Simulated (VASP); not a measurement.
# TiAl3 (P6_3/mmc) in VASP: further runs, part 2 of 2

VASP 6.6.1. The steps go on from the part before.

## 3. Single point, PBE

This run uses another cell than the first one: it holds 16 atoms, not 8.

Contents of INCAR:

```
PREC     = Accurate       # precision mode
ENCUT    = 520            # plane-wave cutoff, eV
EDIFF    = 1E-6           # SCF threshold, eV
ISMEAR   = 0              # smearing method
SIGMA    = 0.2            # smearing width, eV
LREAL    = Auto         
LASPH    = True           # aspherical terms in the spheres
NELM     = 60             # most SCF steps
ALGO     = Normal         # electronic algorithm
ISIF     = 2              # what is computed and relaxed
LWAVE    = False          # write WAVECAR
LCHARG   = True           # write CHGCAR
GGA      = PE             # functional
LELF     = True           # ELF
LVHAR    = True         
NBANDS   = 56             # bands
```

Contents of KPOINTS:

```
Automatic mesh
0
Gamma
  3 3 2
```

Contents of POSCAR:

```
TiAl3
1.0
    5.6160508278      0.0000000000      0.0000000000
   -2.8080254139      4.8636426858      0.0000000000
    0.0000000000      0.0000000000      9.2278102557
Ti Al
4 12
Direct
    0.3333333333      0.6666666667      0.2500000000
    0.0000000000      0.0000000000      0.0000000000
    0.0000000000      0.0000000000      0.5000000000
    0.6666666667      0.3333333333      0.7500000000
    0.5000000000      0.5000000000      0.5000000000
    0.6650690321      0.8325345160      0.7500000000
    0.5000000000      0.0000000000      0.0000000000
    0.1674654840      0.8325345160      0.7500000000
    0.5000000000      0.0000000000      0.5000000000
    0.8325345160      0.6650690321      0.2500000000
    0.0000000000      0.5000000000      0.0000000000
    0.0000000000      0.5000000000      0.5000000000
    0.5000000000      0.5000000000      0.0000000000
    0.8325345160      0.1674654840      0.2500000000
    0.3349309679      0.1674654840      0.2500000000
    0.1674654840      0.3349309679      0.7500000000
```

Potentials or basis: VASP PAW PBE potentials, release 64 (Ti_sv, Al).

Command:

```bash
cat potpaw_PBE.64/Ti_sv/POTCAR potpaw_PBE.64/Al/POTCAR > POTCAR
mpirun -np 1 vasp_std > vasp.out
```

OUTCAR:

```text
PREC = Accurate
   ENCUT = 520
   EDIFF = 1E-6
   ISMEAR = 0
   LREAL = Auto
   LASPH = True
   NELM = 60
   ISIF = 2
   GGA = PE

 ion  position               nearest neighbor table
   1  0.333  0.667  0.250-  15 2.81  14 2.81  14 2.81  15 2.81  10 2.81  10 2.81   7 2.82   9 2.82
                            12 2.82  11 2.82  13 2.82   5 2.82
   2  0.000  0.000  0.000-  11 2.81  13 2.81  11 2.81  13 2.81   7 2.81   7 2.81  16 2.82  10 2.82
                             6 2.82  15 2.82  14 2.82   8 2.82
   3  0.000  0.000  0.500-   5 2.81  12 2.81  12 2.81   5 2.81   9 2.81   9 2.81  16 2.82  10 2.82
                             6 2.82  15 2.82  14 2.82   8 2.82
   4  0.667  0.333  0.750-   6 2.81   8 2.81   8 2.81   6 2.81  16 2.81  16 2.81   9 2.82   7 2.82
[... 580 lines left out ...]
  external PRESSURE =       3.7874674 kB  Pullay stress =       0.0000000 kB

 VOLUME and BASIS-vectors are now :
 -----------------------------------------------------------------------------
  energy-cutoff  :      520.00
  volume of cell :      252.05
      direct lattice vectors                 reciprocal lattice vectors
     5.616050828  0.000000000  0.000000000     0.178061067  0.102803605  0.000000000
    -2.808025414  4.863642686  0.000000000     0.000000000  0.205607209  0.000000000
     0.000000000  0.000000000  9.227810256     0.000000000  0.000000000  0.108368071

 POSITION                                       TOTAL-FORCE (eV/Angst)
 -----------------------------------------------------------------------------------
     -0.00000      3.24243      2.30695        -0.000000     -0.000000     -0.000000
      0.00000      0.00000      0.00000        -0.000000     -0.000000      0.000000
      0.00000      0.00000      4.61391        -0.000000     -0.000000      0.000000
      2.80803      1.62121      6.92086        -0.000000     -0.000000     -0.000000
      1.40401      2.43182      4.61391        -0.000000     -0.000000      0.000000
      1.39728      4.04915      6.92086         0.006736      0.003889     -0.000000
[... 8 lines left out ...]
      1.41074      0.81449      2.30695        -0.006736     -0.003889      0.000000
      0.00000      1.62898      6.92086        -0.000000     -0.007778      0.000000
 -----------------------------------------------------------------------------------
    total drift:                               -0.000000      0.000000      0.000000

  FREE ENERGIE OF THE ION-ELECTRON SYSTEM (eV)
  ---------------------------------------------------
  free  energy   TOTEN  =       -82.0190078547 eV

  energy  without entropy=      -81.8743927622  energy(sigma->0) =      -81.94670031
```

stdout:

```text
POSCAR found type information on POSCAR TiAl
 POSCAR found :  2 types and      16 ions
 scaLAPACK will be used
 LDA part: xc-table for (Slater+PW92), standard interpolation
 POSCAR, INCAR and KPOINTS ok, starting setup
 FFT: planning ... GRIDC
 FFT: planning ... GRID_SOFT
 FFT: planning ... GRID
 WAVECAR not read
 entering main loop
```

Wall time 83 s (1 thread of Intel Xeon 6975P-C (Granite Rapids), shared host); peak memory 0.36 GiB.

Results:

```yaml
Free_energy: -82.0190 eV
Pressure: 0.4 GPa
Largest_force: 0.008 eV/Å
Band_gap_on_the_k_mesh: zero (band 42 reaches 9.21 eV, above the bottom of band 43 at 8.69 eV)
```

Forces on the atoms (eV/Å):
```
Ti   0.000  0.000  0.000
Ti   0.000  0.000  0.000
Ti   0.000  0.000  0.000
Ti   0.000  0.000  0.000
Al   0.000  0.000  0.000
Al   0.007  0.004  0.000
Al   0.000  0.000  0.000
Al  -0.007  0.004  0.000
Al   0.000  0.000  0.000
Al   0.000  0.008  0.000
Al   0.000  0.000  0.000
Al   0.000  0.000  0.000
Al   0.000  0.000  0.000
Al   0.007 -0.004  0.000
Al  -0.007 -0.004  0.000
Al   0.000 -0.008  0.000
```

Caveat: the k points lie up to 0.43 Å⁻¹ apart.

## 4. Single point, PBE

This run uses another cell than the first one, of 15.89 Å³/atom, 1.002 times its volume.

Contents of INCAR:

```
ALGO = Fast ; EDIFF = 1E-6
ENCUT = 520 ; GGA = PE
ISIF = 2 ; ISMEAR = 0
LASPH = True ; LCHARG = True
LELF = True ; LREAL = False
LVHAR = True ; LWAVE = False
NBANDS = 31 ; NELM = 80
PREC = Accurate ; SIGMA = 0.1
```

Contents of KPOINTS:

```
k-points
0
Gamma
  6 6 8
```

Contents of POSCAR:

```
TiAl3
1.0
    5.5691945584      0.0000000000      0.0000000000
   -2.7845972792      4.8230639662      0.0000000000
    0.0000000000      0.0000000000      4.7316653320
Ti Al
2 6
Direct
    0.3333333333      0.6666666667      0.2500000000
    0.6666666667      0.3333333333      0.7500000000
    0.6674512770      0.8337256385      0.7500000000
    0.8337256385      0.1662743615      0.2500000000
    0.1662743615      0.3325487230      0.7500000000
    0.1662743615      0.8337256385      0.7500000000
    0.3325487230      0.1662743615      0.2500000000
    0.8337256385      0.6674512770      0.2500000000
```

Command:

```bash
cat potpaw_PBE.64/Ti_sv/POTCAR potpaw_PBE.64/Al/POTCAR > POTCAR
mpirun -np 1 vasp_std > vasp.out
```

Run time: 7.2 min. Hardware: 1 thread of Intel Xeon Platinum 8375C at 2.90GHz (Ice Lake), shared host; peak memory 0.3 GiB.

It converged, with:

| Item | Value |
| --- | --- |
| Free energy | -40.6887 eV |
| Pressure | 0.0 GPa |
| Band gap on the k mesh | zero (band 21 reaches 9.07 eV, above the bottom of band 22 at 7.91 eV) |

Levels at points of the mesh, in eV from the Fermi level:
```
           k point  band 18  band 19  band 20  band 21  band 22  band 23  band 24  band 25
(0.00, 0.00, 0.00)    -1.23    -1.23    -0.71    -0.71    -0.30    -0.30     0.44     0.95
(0.50, 0.00, 0.00)    -2.05    -2.05    -1.28     0.14     0.66     0.70     0.85     0.94
(0.00, 0.00, 0.50)    -2.85    -2.85    -2.85    -0.85    -0.85     1.05     1.05     1.05
(0.50, 0.00, 0.50)    -1.55    -0.25    -0.25     0.09     0.09     0.84     0.84     1.17
```

## 5. Relaxation of cell and atoms, PBE

This run uses another cell than the first one, of 15.90 Å³/atom, 1.003 times its volume.

Contents of INCAR:

```
SYSTEM = TiAl3
  ALGO = Normal
  EDIFF = 1E-6
  EDIFFG = -0.08
  ENCUT = 600
  GGA = PE
  IBRION = 2
  ISIF = 3
  ISMEAR = 0
  LASPH = .TRUE.
  LCHARG = .FALSE.
  LREAL = .FALSE.
  LWAVE = .FALSE.
  NELM = 100
  NSW = 36
  PREC = Accurate
  SIGMA = 0.2
```

Contents of KPOINTS:

```
k-points
0
G
  3 3 4
  0 0 0
```

Contents of POSCAR:

```
TiAl3
1.0
    5.6500000000      0.0000000000      0.0000000000
   -2.8250000000      4.8930435300      0.0000000000
    0.0000000000      0.0000000000      4.6000000000
Ti Al
2 6
Direct
    0.3333333300      0.6666666700      0.2500000000
    0.6666666700      0.3333333300      0.7500000000
    0.6666700000      0.8333350000      0.7500000000
    0.8333350000      0.1666650000      0.2500000000
    0.1666650000      0.3333300000      0.7500000000
    0.1666650000      0.8333350000      0.7500000000
    0.3333300000      0.1666650000      0.2500000000
    0.8333350000      0.6666700000      0.2500000000
```

Command:

```bash
cat potpaw_PBE.64/Ti_sv/POTCAR potpaw_PBE.64/Al/POTCAR > POTCAR
mpirun -np 1 vasp_std > vasp.out
```

It took 69 s on 1 thread of Intel Xeon Platinum 8375C at 2.90GHz (Ice Lake), shared host; peak memory 0.3 GiB.

The run converged. Its results:

```
Free energy                            : -40.8853 eV
Relaxed volume                         : 15.80 Å³/atom
Relaxed cell                           : a = 5.603 Å, b = 5.603 Å, c = 4.648 Å, α = 90.00°, β = 90.00°, γ = 120.00°
Space group after relaxing (to 0.05 Å) : P6_3/mmc (No. 194)
Energy gained by relaxing              : 3.8 meV/atom
Ionic steps                            : 2
Pressure after relaxing                : 0.2 GPa
Largest force after relaxing           : 0.063 eV/Å
Band gap on the k mesh                 : zero (band 21 reaches 9.06 eV, above the bottom of band 22 at 8.03 eV)
```

Forces on the atoms (eV/Å):
```
Ti   0.000  0.000  0.000
Ti   0.000  0.000  0.000
Al   0.054  0.031  0.000
Al   0.054 -0.031  0.000
Al   0.000 -0.063  0.000
Al  -0.054  0.031  0.000
Al  -0.054 -0.031  0.000
Al   0.000  0.063  0.000
```

Stress tensor (GPa, compression positive):
```
-0.07  0.00  0.00
 0.00 -0.07  0.00
 0.00  0.00  0.78
```

Step by step:
```csv
step,energy change (eV),largest force (eV/Å),pressure (GPa),volume (Å³)
1,0.0000,0.1699,-0.43,127.17
2,-0.0303,0.0629,0.21,126.38
```

Final structure:
```xyz
8
Lattice="5.6031 0.0000 0.0000 -2.8016 4.8524 0.0000 0.0000 0.0000 4.6483" Properties=species:S:1:pos:R:3 pbc="T T T"
Ti    0.0000    3.2350    1.1621
Ti    2.8016    1.6175    3.4862
Al    1.4078    4.0478    3.4862
Al    4.2094    0.8047    1.1621
Al    0.0000    1.6093    3.4862
Al   -1.4078    4.0478    3.4862
Al    1.3937    0.8047    1.1621
Al    2.8016    3.2431    1.1621
```

Levels at points of the mesh, in eV from the Fermi level:
```tsv
k point	band 18	band 19	band 20	band 21	band 22	band 23	band 24	band 25
(0.00, 0.00, 0.00)	-1.15	-1.15	-0.64	-0.64	-0.17	-0.17	0.46	1.15
(0.00, 0.00, 0.50)	-2.81	-2.81	-2.81	-0.67	-0.67	1.13	1.13	1.13
```

Caveat: the k points lie up to 0.43 Å⁻¹ apart in the final cell; the relaxation stopped at a loose force limit of 0.08 eV/Å, so its end isn't a converged minimum.

## 6. Summary

```tsv
task	cell	k mesh	cutoff (eV)	smearing	gap on the mesh (eV)	pressure (GPa)	largest force (eV/Å)
single point	a = 5.600, b = 5.600, c = 4.669 Å, angles 90.0, 90.0, 120.0°, 8 atoms	3 × 3 × 4	520	gaussian 0.2 eV	none	-0.1	0.01
single point	a = 5.616, b = 5.616, c = 9.228 Å, angles 90.0, 90.0, 120.0°, 16 atoms	3 × 3 × 2	520	gaussian 0.2 eV	none	0.4	0.01
single point	a = 5.569, b = 5.569, c = 4.732 Å, angles 90.0, 90.0, 120.0°, 8 atoms	6 × 6 × 8	520	gaussian 0.1 eV	none	0.0	-
relaxation of cell and atoms	relaxed from a = 5.650, b = 5.650, c = 4.600 Å, angles 90.0, 90.0, 120.0°, 8 atoms	3 × 3 × 4	600	gaussian 0.2 eV	none	0.2	0.06
```

Alike in all rows: level PBE; potentials or basis VASP PAW PBE potentials, release 64 (Ti_sv, Al); no spin polarisation.

Caveats: some runs use coarse meshes; the relaxation stopped at a loose force limit of 0.08 eV/Å, so its end isn't a converged minimum (some runs).

Absolute energies hang on the potentials; compare differences alone.
